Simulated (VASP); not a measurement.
A run of VASP 6.6.1 is set up as follows.

The input INCAR:

```
SYSTEM = InPd
PREC = Accurate
ENCUT = 520
EDIFF = 1E-6
ISMEAR = -1
SIGMA = 0.05
LREAL = .FALSE.
LASPH = .TRUE.
NELM = 100
ALGO = Normal
ISIF = 2
LWAVE = .FALSE.
LCHARG = .TRUE.
GGA = PE
LELF = .TRUE.
LVHAR = .TRUE.
NBANDS = 18
```

The input KPOINTS:

```
Automatic mesh
0
G
  8 8 8
  0 0 0
```

File POSCAR:

```
InPd
1.0
    3.3360556752      0.0000000000      0.0000000000
    0.0000000000      3.3360556752      0.0000000000
    0.0000000000      0.0000000000      3.3360556752
In Pd
1 1
Direct
    0.0000000000      0.0000000000      0.0000000000
    0.5000000000      0.5000000000      0.5000000000
```

Potentials or basis: VASP PAW PBE potentials, release 64 (In_d, Pd).

The run is started by

```console
$ cat potpaw_PBE.64/In_d/POTCAR potpaw_PBE.64/Pd/POTCAR > POTCAR
$ mpirun -np 1 vasp_std > vasp.out
```

(1) What does it give for the pressure?

## Answers

(1) -3.1 GPa.
